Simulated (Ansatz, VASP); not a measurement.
**Two plane-wave programs on PbS**

Contents of INCAR:

```
SYSTEM = PbS
PREC = Accurate
ENCUT = 500
EDIFF = 1E-6
ISMEAR = -1
SIGMA = 0.02
LREAL = .False.
LASPH = .True.
NELM = 200
ALGO = Normal
ISIF = 2
LWAVE = .False.
LCHARG = .False.
MAGMOM = 0 0 0 0 0 0
LORBIT = 11
LSORBIT = .True.
GGA_COMPAT = .False.
LORBMOM = .True.
GGA = PE
NBANDS = 32
```

Contents of KPOINTS:

```
Automatic mesh
0
Gamma
  4 4 4
  0 0 0
```

File POSCAR:

```
PbS
1.0
    3.6351320232      0.0000000000      0.0000000000
    0.0000000000      3.6351320232      0.0000000000
    0.0000000000      0.0000000000      3.6351320232
Pb S
1 1
Direct
    0.0000000000      0.0000000000      0.0000000000
    0.5000000000      0.5000000000      0.5000000000
```

Input for Ansatz:

```yaml
crystal:
  lattice:
    - [3.6351320232, 0.0, 0.0]
    - [0.0, 3.6351320232, 0.0]
    - [0.0, 0.0, 3.6351320232]
  atoms:
    - { symbol: Pb, position: [0.0, 0.0, 0.0] }
    - { symbol: S, position: [0.5, 0.5, 0.5] }
kpoints:
  mp_grid: { grid: [4, 4, 4] }
hamiltonian:
  xc: pbe
scf:
  occupations: { method: fermi_dirac, width: 0.02 }
  n_extra_bands: 24
magnetization:
  noncollinear: true
  spin_orbit: true
output:
  optics: { e_range: [0, 12], de: 0.05, sigma: 0.1, bands: scf }
```

Alike in both runs: task single point; functional PBE; k mesh 4 × 4 × 4; occupations fermi-dirac, width 0.02 eV; non-collinear spin, spin-orbit coupling.

|  | VASP | Ansatz |
| --- | --- | --- |
| version | VASP 6.6.1 | Ansatz 0.2.0 |
| potentials or method | VASP PAW PBE potentials, release 64 (Pb_d, S) | plane waves, PAW |
| plane-wave cutoff (eV) | 500 | 420 |
| valence electrons in the cell | 20 | 20 |

```tsv
	VASP	Ansatz	Ansatz less VASP
net moment per atom (μB)	0.00	0.00	0.000
```

Ansatz's warnings: optics on partly filled bands.

The k mesh is coarse, so the values compare programs but aren't converged.
